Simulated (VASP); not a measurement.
Zn3CdTe4, 8 atoms in the cell. Symmetry: P3m1, No. 156, trigonal system. Conventional cell: a = 4.339 Å, b = 4.339 Å, c = 14.365 Å, α = 90.00°, β = 90.00°, γ = 120.00°. Zn (site symmetry 3m) has 4 Te at 2.63 to 2.65 Å within 3.5 Å. Zn (site symmetry 3m) has 4 Te at 2.63 to 2.65 Å within 3.5 Å. Within 3.5 Å of Zn (site symmetry 3m) lie 4 Te at 2.62 to 2.64 Å. Cd (site symmetry 3m) has 4 Te at 2.75 to 2.79 Å within 3.6 Å. Te (site symmetry 3m) has 3 Zn at 2.65 Å and 1 Cd at 2.79 Å within 3.5 Å. Te (site symmetry 3m) has 4 Zn at 2.63 to 2.64 Å within 3.5 Å. Te (site symmetry 3m) has 4 Zn at 2.63 to 2.65 Å within 3.5 Å. Te (site symmetry 3m) has 1 Zn at 2.62 Å and 3 Cd at 2.75 Å within 3.5 Å. 

| Item | Value |
| --- | --- |
| Program | VASP 6.6.1 |
| Task | relaxation of shape and atoms at fixed volume |
| Functional | PBE |
| Potentials or basis | VASP PAW PBE potentials, release 64 (Zn, Cd, Te) |
| Cutoff | 600 eV |
| k mesh | 6 × 6 × 2 |
| Occupations | gaussian, width 0.02 eV |
| Spin | no spin polarisation |
| Dipole correction | no |
| Further INCAR settings | ALGO = Normal; EDIFF = 1e-07; IBRION = 2; EDIFFG = -0.01; NSW = 50; ISIF = 4 |

Potentials or basis: VASP PAW PBE potentials, release 64 (Zn, Cd, Te).

The run is started by

```sh
$ cat potpaw_PBE.64/Zn/POTCAR potpaw_PBE.64/Cd/POTCAR potpaw_PBE.64/Te/POTCAR > POTCAR
$ mpirun -np 1 vasp_std > vasp.out
```

Hardware: 1 thread of Intel(R) Xeon(R) Platinum 8259CL CPU @ 2.50GHz (Skylake/Cascade Lake), with other jobs on the host.

Problem. Estimate the wall time of this run.

Solution. Wall time 12 min on 1 thread of Intel(R) Xeon(R) Platinum 8259CL CPU @ 2.50GHz (Skylake/Cascade Lake), with other jobs on the host, peak memory 0.52 GiB. Counts: scf iterations 50, k points 14, ion steps 7.
